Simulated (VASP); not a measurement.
# BiTe (I4mm) in VASP: notebook

BiTe is run at these levels: PBEsol; tasks: single point.

Everything below comes from runs of VASP 6.6.1. Logs are shortened: lines on timing, memory, paths and dates and some standing lists are left out, and cuts for length are marked.

**1. The cell of the first run**

The structure is tetragonal, space group I4mm (No. 107). Conventional cell: a = 4.521 Å, b = 4.521 Å, c = 6.394 Å, α = 90.00°, β = 90.00°, γ = 90.00°. Bi (site symmetry 4mm) has 6 Te at 2.96 to 3.44 Å within 3.9 Å. Within 3.9 Å of Te (site symmetry 4mm) lie 6 Bi at 2.96 to 3.44 Å.

**2. Single point, PBEsol (atoms displaced along a vibrational mode)**

Contents of INCAR:

```
ALGO = Normal
EDIFF = 1E-6
ENCUT = 500
GGA = PS
GGA_COMPAT = False
ISIF = 2
ISMEAR = 0
LASPH = True
LCHARG = False
LREAL = False
LWAVE = False
NBANDS = 18
NELM = 120
PREC = Accurate
SIGMA = 0.15
```

Contents of KPOINTS:

```
k-points
0
Gamma
  16 16 16
```

Contents of POSCAR:

```
BiTe
1.0
    0.0000000000      3.1971538277      3.1971538277
    3.1971538277      0.0000000000      3.1971538277
    3.1971538277      3.1971538277      0.0000000000
Bi Te
1 1
Direct
    0.0143232921     -0.0143232921      0.0143232921
    0.4765416355      0.5234583645      0.4765416355
```

Potentials or basis: VASP PAW PBE potentials, release 64 (Bi_d, Te).

Command:

```sh
> cat potpaw_PBE.64/Bi_d/POTCAR potpaw_PBE.64/Te/POTCAR > POTCAR
> mpirun -np 1 vasp_std > vasp.out
```

OUTCAR:

```text
EDIFF = 1E-6
   ENCUT = 500
   GGA = PS
   ISIF = 2
   ISMEAR = 0
   LASPH = True
   LREAL = False
   NELM = 120
   PREC = Accurate

 ion  position               nearest neighbor table
   1  0.014  0.986  0.014-   2 2.96   2 3.21   2 3.21   2 3.21   2 3.21   2 3.44
   2  0.477  0.523  0.477-   1 2.96   1 3.21   1 3.21   1 3.21   1 3.21   1 3.44

  LATTYP: Found a face centered cubic cell.
 ALAT       =     6.3943076554

  Lattice vectors:

 A1 = (   0.0000000000,   3.1971538277,   3.1971538277)
 A2 = (   3.1971538277,   0.0000000000,   3.1971538277)
 A3 = (   3.1971538277,   3.1971538277,   0.0000000000)

Analysis of symmetry for initial positions (statically):
=====================================================================
 Subroutine PRICEL returns:
 Original cell was already a primitive cell.

 Routine SETGRP: Setting up the symmetry group for a
 face centered cubic supercell.

 Subroutine GETGRP returns: Found  8 space group operations
 (whereof  8 operations were pure point group operations)
 out of a pool of 48 trial point group operations.

The static configuration has the point symmetry C_4v.

Analysis of symmetry for dynamics (positions and initial velocities):
=====================================================================
 Subroutine PRICEL returns:
 Original cell was already a primitive cell.

 Routine SETGRP: Setting up the symmetry group for a
 face centered cubic supercell.

 Subroutine GETGRP returns: Found  8 space group operations
 (whereof  8 operations were pure point group operations)
 out of a pool of 48 trial point group operations.

The dynamic configuration has the point symmetry C_4v.

 Subroutine INISYM returns: Found  8 space group operations
 (whereof  8 operations are pure point group operations),
 and found     1 'primitive' translations

----------------------------------------------------------------------------------------

                                     Primitive cell

  volume of cell :      65.3613

  direct lattice vectors                    reciprocal lattice vectors
     0.000000000  3.197153828  3.197153828    -0.156389097  0.156389097  0.156389097
     3.197153828  0.000000000  3.197153828     0.156389097 -0.156389097  0.156389097
     3.197153828  3.197153828  0.000000000     0.156389097  0.156389097 -0.156389097

  length of vectors
     4.521458304  4.521458304  4.521458304     0.270873862  0.270873862  0.270873862

  position of ions in fractional coordinates (direct lattice)
     0.014323292  0.985676708  0.014323292
     0.476541635  0.523458365  0.476541635

  ion indices of the primitive-cell ions
   primitive index   ion index
                 1           1
                 2           2

----------------------------------------------------------------------------------------

 KPOINTS: k-points

Automatic generation of k-mesh.
 Grid dimensions read from file:
 generate k-points for:   16   16   16

 Generating k-lattice:

  Cartesian coordinates                     Fractional coordinates (reciprocal lattice)
    -0.009774319  0.009774319  0.009774319     0.062500000  0.000000000  0.000000000
     0.009774319 -0.009774319  0.009774319     0.000000000  0.062500000  0.000000000
     0.009774319  0.009774319 -0.009774319     0.000000000  0.000000000  0.062500000

  Length of vectors
     0.016929616  0.016929616  0.016929616

  Shift w.r.t. Gamma in fractional coordinates (k-lattice)
     0.000000000  0.000000000  0.000000000

 Subroutine IBZKPT returns following result:
 ===========================================

 Found    349 irreducible k-points:

 Following reciprocal coordinates:
            Coordinates               Weight
  0.000000  0.000000  0.000000      1.000000
  0.062500  0.000000  0.000000      8.000000
  0.125000  0.000000  0.000000      8.000000
  0.187500  0.000000  0.000000      8.000000
  0.250000  0.000000  0.000000      8.000000
  0.312500  0.000000  0.000000      8.000000
[... 16 lines left out ...]
  0.062500  0.000000  0.437500      8.000000
  0.500000  0.062500  0.000000     16.000000
 [... further k-points ...]
   k-points           NKPTS =    349   k-points in BZ     NKDIM =    349   number of bands    NBANDS=     18
   number of dos      NEDOS =    301   number of ions     NIONS =      2
   total plane-waves  NPLWV =  46656
   dimension x,y,z NGX =    36 NGY =   36 NGZ =   36
   dimension x,y,z NGXF=    72 NGYF=   72 NGZF=   72
   ions per type =               1   1
   NGX,Y,Z   is equivalent  to a cutoff of  13.24, 13.24, 13.24 a.u.
   NGXF,Y,Z  is equivalent  to a cutoff of  26.47, 26.47, 26.47 a.u.
 SYSTEM =  unknown system
   PREC   = accura    normal or accurate (medium, high low for compatibility)
   ISTART =      0    job   : 0-new  1-cont  2-samecut
   ICHARG =      2    charge: 1-file 2-atom 10-const
   ISPIN  =      1    spin polarized calculation?
   LNONCOLLINEAR =      F non collinear calculations
   LSORBIT =      F    spin-orbit coupling
   LASPH  =      T    aspherical Exc in radial PAW
   ENCUT  =  500.0 eV  36.75 Ry    6.06 a.u.   8.24  8.24  8.24*2*pi/ulx,y,z
   NELM   =    120;   NELMIN=  2; NELMDL= -5     # of ELM steps
   EDIFF  = 0.1E-05   stopping-criterion for ELM
   LREAL  =      F    real-space projection
   EDIFFG = 0.1E-04   stopping-criterion for IOM
   NSW    =      0    number of steps for IOM
   IBRION =     -1    ionic relax: 0-MD 1-quasi-New 2-CG
   NFREE  =      0    steps in history (QN), initial steepest desc. (CG)
   ISIF   =      2    stress and relaxation
   ISYM   =      2    0-nonsym 1-usesym 2-fastsym
   POTIM  = 0.5000    time-step for ionic-motion
   TEBEG  =    0.0;   TEEND  =   0.0 temperature during run
   PSTRESS=    0.0 pullay stress
   NELECT =      21.0000    total number of electrons
   NUPDOWN=      -1.0000    fix difference up-down
   EMIN   =  10.00;   EMAX   =-10.00  energy-range for DOS
   EFERMI =   0.00;   METHOD = LEGACY
   ISMEAR =     0;   SIGMA  =   0.15  broadening in eV -4-tet -1-fermi 0-gaus
   EFERMI_NEDOS =   21; number of points for ismear=-14 and -15
   IALGO  =     38    algorithm
   IMIX   =      4    mixing-type and parameters
     AMIX     =   0.40;   BMIX     =  1.00
     AMIX_MAG =   1.60;   BMIX_MAG =  1.00
  volume/ion in A,a.u.               =      32.68       220.54
  Fermi-wavevector in a.u.,A,eV,Ry     =   1.121264  2.118881 17.105681  1.257232
  Thomas-Fermi vector in A             =   2.257916
   LORBIT       =      0    0 simple, 1 ext, 2 COOP (PROOUT), +10 PAW based schemes
   GGA     = PS    functional components
   LHFCALC =     F    Hartree Fock is set to
   AEXX    =    0.0000 exact exchange contribution
   IVDW    =     0    specifies the selected vdW correction
   LEPSILON=     F    determine dielectric tensor
   LRPA    =     F    only Hartree local field effects (RPA)
 non-spin polarized calculation
 Gauss-broadening in eV      SIGMA  =   0.15
  energy-cutoff  :      500.00
  volume of cell :       65.36
 maximum number of plane-waves:      1678
 NGX is ok and might be reduce to    36
   NGX = 17   NGY = 17   NGZ = 17

 number of electron      21.0000005 magnetization

 Free energy of the ion-electron system (eV)
  ---------------------------------------------------
  ext. energy  EPLUGINS =         0.00000000
  ---------------------------------------------------
  free energy    TOTEN  =        -7.90327213 eV

  energy without entropy =       -7.88794995  energy(sigma->0) =       -7.89561104

 E-fermi :   7.0227     XC(G=0):  -9.7415

 val. band max:        7.0213789555   @ k =   0.1875   0.0625  -0.1875
 cond. band min:       7.0227241322   @ k =   0.3750   0.0000   0.0000
 fundamental gap:      0.0013451768
 Fermi energy:         7.0226669727

 k-point     1 :       0.0000    0.0000    0.0000
  band No.  band energies     occupation
      1     -16.1636      2.00000
      2     -16.1404      2.00000
      3     -16.1404      2.00000
      4     -16.1224      2.00000
      5     -16.1161      2.00000
      6      -6.9270      2.00000
[... 10 lines left out ...]
     17      13.0265      0.00000
     18      13.2331      0.00000

 k-point     2 :       0.0625    0.0000    0.0000
  band No.  band energies     occupation
      1     -16.1638      2.00000
      2     -16.1403      2.00000
      3     -16.1402      2.00000
      4     -16.1225      2.00000
      5     -16.1160      2.00000
      6      -6.8907      2.00000
[... 10 lines left out ...]
     17      13.3017      0.00000
     18      13.5546      0.00000

 k-point     3 :       0.1250    0.0000    0.0000
  band No.  band energies     occupation
      1     -16.1643      2.00000
      2     -16.1399      2.00000
      3     -16.1395      2.00000
      4     -16.1228      2.00000
      5     -16.1155      2.00000
      6      -6.7821      2.00000
[... 10 lines left out ...]
     17      13.9774      0.00000
     18      14.2822      0.00000

 k-point     4 :       0.1875    0.0000    0.0000
  band No.  band energies     occupation
      1     -16.1650      2.00000
      2     -16.1392      2.00000
      3     -16.1387      2.00000
      4     -16.1232      2.00000
      5     -16.1146      2.00000
      6      -6.6028      2.00000
[... 375 lines left out ...]
      4     -16.1234      2.00000
      5     -16.1107      2.00000
      6      -5.4116      2.00000
[... 10 lines left out ...]
     17      15.6413      0.00000
     18      16.6227      0.00000

 k-point    23 :       0.0625    0.0000    0.4375
  band No.  band energies     occupation
      1     -16.1692      2.00000
      2     -16.1365      2.00000
      3     -16.1363      2.00000
      4     -16.1223      2.00000
      5     -16.1119      2.00000
      6      -5.3986      2.00000
[... 10 lines left out ...]
     17      15.6228      0.00000
     18      16.5773      0.00000

 k-point    24 :       0.5000    0.0625    0.0000
  band No.  band energies     occupation
      1     -16.1686      2.00000
      2     -16.1371      2.00000
      3     -16.1365      2.00000
      4     -16.1231      2.00000
      5     -16.1105      2.00000
      6      -5.1002      2.00000
[... 10 lines left out ...]
     17      15.3118      0.00000
     18      16.2136      0.00000

 [... further k-points ...]
[... 5 lines left out ...]
  --------------------------------------------------------------------------------------
  -------------------------------------------------------------------------------------
  Total        0.2657934      0.9350459      0.2657934     -0.0000000      0.0000000      0.0000000
  in kB        6.5152974     22.9204384      6.5152974     -0.0000000      0.0000000      0.0000000
  external PRESSURE =      11.9836777 kB  Pullay stress =       0.0000000 kB

 VOLUME and BASIS-vectors are now :
 -----------------------------------------------------------------------------
  energy-cutoff  :      500.00
  volume of cell :       65.36
      direct lattice vectors                 reciprocal lattice vectors
     0.000000000  3.197153828  3.197153828    -0.156389097  0.156389097  0.156389097
     3.197153828  0.000000000  3.197153828     0.156389097 -0.156389097  0.156389097
     3.197153828  3.197153828  0.000000000     0.156389097  0.156389097 -0.156389097

 POSITION                                       TOTAL-FORCE (eV/Angst)
 -----------------------------------------------------------------------------------
      3.19715      0.09159      3.19715         0.000000     -0.782123      0.000000
      3.19715      3.04715      3.19715         0.000000      0.782123      0.000000
 -----------------------------------------------------------------------------------
    total drift:                               -0.000000     -0.000520     -0.000000

  FREE ENERGIE OF THE ION-ELECTRON SYSTEM (eV)
  ---------------------------------------------------
  free  energy   TOTEN  =        -7.9032721272 eV

  energy  without entropy=       -7.8879499550  energy(sigma->0) =       -7.89561104
```

It took 7.1 min on 1 thread of Intel Xeon Platinum 8259CL at 2.50GHz (Skylake/Cascade Lake), shared host; peak memory 0.5 GiB.

What came out:

```yaml
Free_energy: -7.9033 eV
Pressure: 1.2 GPa
Largest_force: 0.782 eV/Å
Band_gap_on_the_k_mesh: zero (an odd number of electrons rules out a gap without spin polarisation)
```

Forces in eV/Å, atoms in the order of the input:
```
Bi   0.000 -0.782  0.000
Te   0.000  0.782  0.000
```

Levels at points of the mesh, in eV from the Fermi level:
| k point | band 8 | band 9 | band 10 | band 11 | band 12 | band 13 |
| --- | --- | --- | --- | --- | --- | --- |
| (0.00, 0.00, 0.00) | -2.90 | -2.65 | -2.65 | 1.84 | 1.84 | 2.25 |
| (0.50, 0.00, 0.00) | -2.47 | -2.12 | -1.85 | -0.80 | -0.71 | -0.33 |
| (0.50, 0.50, 0.00) | -6.01 | -4.32 | -4.20 | 1.50 | 3.81 | 4.06 |
| (0.50, 0.00, 0.50) | -5.84 | -4.28 | -4.28 | 1.96 | 3.70 | 3.70 |

Caveat: the cell differs from its parent crystal (atoms displaced along a vibrational mode); the PAW data sets were made with another functional, which shifts forces and pressure a little; spin-orbit coupling is left out, which moves the levels of the heavy elements.

**3. Single point, PBEsol (atoms displaced along a vibrational mode)**

Contents of INCAR:

```
SYSTEM = BiTe
ALGO = Normal
EDIFF = 1E-6
ENCUT = 500
GGA = PS
GGA_COMPAT = .FALSE.
ISIF = 2
ISMEAR = 0
LASPH = .TRUE.
LCHARG = .FALSE.
LREAL = .FALSE.
LWAVE = .FALSE.
NBANDS = 18
NELM = 120
PREC = Accurate
SIGMA = 0.15
```

Contents of KPOINTS:

```
k-points
0
G
  16 16 16
  0 0 0
```

Contents of POSCAR:

```
BiTe
1.0
    0.0000000000      3.1971538277      3.1971538277
    3.1971538277      0.0000000000      3.1971538277
    3.1971538277      3.1971538277      0.0000000000
Bi Te
1 1
Direct
   -0.0250657612      0.0250657612     -0.0250657612
    0.5410521380      0.4589478620      0.5410521380
```

Potentials or basis: VASP PAW PBE potentials, release 64 (Bi_d, Te).

Command:

```sh
> cat potpaw_PBE.64/Bi_d/POTCAR potpaw_PBE.64/Te/POTCAR > POTCAR
> mpirun -np 1 vasp_std > vasp.out
```

OUTCAR:

```text
SYSTEM = BiTe
   EDIFF = 1E-6
   ENCUT = 500
   GGA = PS
   ISIF = 2
   ISMEAR = 0
   LASPH = .TRUE.
   LREAL = .FALSE.
   NELM = 120
   PREC = Accurate

 ion  position               nearest neighbor table
   1  0.975  0.025  0.975-   2 2.77   2 3.22   2 3.22   2 3.22   2 3.22   2 3.62
   2  0.541  0.459  0.541-   1 2.77   1 3.22   1 3.22   1 3.22   1 3.22   1 3.62

  LATTYP: Found a face centered cubic cell.
 ALAT       =     6.3943076554

  Lattice vectors:

 A1 = (   0.0000000000,   3.1971538277,   3.1971538277)
 A2 = (   3.1971538277,   0.0000000000,   3.1971538277)
 A3 = (   3.1971538277,   3.1971538277,   0.0000000000)

Analysis of symmetry for initial positions (statically):
=====================================================================
 Subroutine PRICEL returns:
 Original cell was already a primitive cell.

 Routine SETGRP: Setting up the symmetry group for a
 face centered cubic supercell.

 Subroutine GETGRP returns: Found  8 space group operations
 (whereof  8 operations were pure point group operations)
 out of a pool of 48 trial point group operations.

The static configuration has the point symmetry C_4v.
[... 155 lines left out ...]
  ---------------------------------------------------
  ext. energy  EPLUGINS =         0.00000000
  ---------------------------------------------------
  free energy    TOTEN  =        -7.68795671 eV

  energy without entropy =       -7.67176187  energy(sigma->0) =       -7.67985929

 E-fermi :   7.1849     XC(G=0):  -9.7181

 val. band max:        7.1813920139   @ k =   0.1250   0.0000  -0.1250
 cond. band min:       7.1889241066   @ k =   0.0625   0.3125   0.1875
 fundamental gap:      0.0075320927
 Fermi energy:         7.1849184837

 k-point     1 :       0.0000    0.0000    0.0000
  band No.  band energies     occupation
      1     -16.1876      2.00000
      2     -16.1297      2.00000
      3     -16.1297      2.00000
      4     -16.0730      2.00000
      5     -16.0677      2.00000
      6      -7.0693      2.00000
[... 481 lines left out ...]
      5     -16.0625      2.00000
      6      -5.4569      2.00000
[... 10 lines left out ...]
     17      15.4326      0.00000
     18      16.1819      0.00000

 [... further k-points ...]
[... 5 lines left out ...]
  --------------------------------------------------------------------------------------
  -------------------------------------------------------------------------------------
  Total        0.8043546      2.9982015      0.8043546      0.0000000     -0.0000000     -0.0000000
  in kB       19.7168498     73.4938174     19.7168498      0.0000000     -0.0000000     -0.0000000
  external PRESSURE =      37.6425057 kB  Pullay stress =       0.0000000 kB

 VOLUME and BASIS-vectors are now :
 -----------------------------------------------------------------------------
  energy-cutoff  :      500.00
  volume of cell :       65.36
      direct lattice vectors                 reciprocal lattice vectors
     0.000000000  3.197153828  3.197153828    -0.156389097  0.156389097  0.156389097
     3.197153828  0.000000000  3.197153828     0.156389097 -0.156389097  0.156389097
     3.197153828  3.197153828  0.000000000     0.156389097  0.156389097 -0.156389097

 POSITION                                       TOTAL-FORCE (eV/Angst)
 -----------------------------------------------------------------------------------
      3.19715      6.23403      3.19715         0.000000      1.686969      0.000000
      3.19715      3.45965      3.19715         0.000000     -1.686969      0.000000
 -----------------------------------------------------------------------------------
    total drift:                               -0.000000     -0.000017     -0.000000

  FREE ENERGIE OF THE ION-ELECTRON SYSTEM (eV)
  ---------------------------------------------------
  free  energy   TOTEN  =        -7.6879567057 eV

  energy  without entropy=       -7.6717618719  energy(sigma->0) =       -7.67985929
```

OSZICAR:

```text
N       E                     dE             d eps       ncg     rms          rms(c)
DAV:   1     0.154815912440E+03    0.15482E+03   -0.95413E+03 12572   0.113E+03
DAV:   2     0.443321765231E+01   -0.15038E+03   -0.14656E+03 13134   0.305E+02
DAV:   3    -0.738429240542E+01   -0.11818E+02   -0.11681E+02 15698   0.896E+01
DAV:   4    -0.770576233550E+01   -0.32147E+00   -0.32101E+00 15158   0.157E+01
DAV:   5    -0.771934499858E+01   -0.13583E-01   -0.13582E-01 17670   0.311E+00    0.803E+00
DAV:   6    -0.769204792970E+01    0.27297E-01   -0.53155E-02 17474   0.165E+00    0.502E+00
DAV:   7    -0.768869595850E+01    0.33520E-02   -0.31517E-02 15850   0.105E+00    0.208E-01
DAV:   8    -0.768790309564E+01    0.79286E-03   -0.57315E-03 16246   0.529E-01    0.148E-01
DAV:   9    -0.768795510218E+01   -0.52007E-04   -0.50233E-04 14092   0.122E-01    0.436E-02
DAV:  10    -0.768795711200E+01   -0.20098E-05   -0.18635E-05 17590   0.257E-02    0.176E-02
DAV:  11    -0.768795670566E+01    0.40633E-06   -0.19109E-06 14008   0.125E-02
   1 F= -.76879567E+01 E0= -.76798593E+01  d E =-.161948E-01
```

stdout:

```text
POSCAR found type information on POSCAR BiTe
 POSCAR found :  2 types and       2 ions
 scaLAPACK will be used
 -----------------------------------------------------------------------------
|                                                                             |
|                                                                             |
|     You enforced a specific xc type in the INCAR file but a different       |
|     I HOPE YOU KNOW WHAT YOU ARE DOING!                                     |
|                                                                             |
 -----------------------------------------------------------------------------

 LDA part: xc-table for (Slater+PW92), standard interpolation
 POSCAR, INCAR and KPOINTS ok, starting setup
 FFT: planning ... GRIDC
 FFT: planning ... GRID_SOFT
 FFT: planning ... GRID
 WAVECAR not read
 entering main loop
```

Wall time 5.5 min (1 thread of Intel Xeon Platinum 8259CL at 2.50GHz (Skylake/Cascade Lake), shared host); peak memory 0.5 GiB.

Results:

```yaml
Free_energy: -7.6880 eV
Pressure: 3.8 GPa
Largest_force: 1.687 eV/Å
Band_gap_on_the_k_mesh: zero (an odd number of electrons rules out a gap without spin polarisation)
```

Forces in eV/Å, atoms in the order of the input:
```
Bi   0.000  1.687  0.000
Te   0.000 -1.687  0.000
```

Stress tensor (GPa, compression positive):
```
1.97 0.00 0.00
0.00 7.35 0.00
0.00 0.00 1.97
```

Caveat: the cell differs from its parent crystal (atoms displaced along a vibrational mode); the cell stands under pressure; the PAW data sets were made with another functional, which shifts forces and pressure a little; spin-orbit coupling is left out, which moves the levels of the heavy elements.

(Part 1 of 2 ends here.)
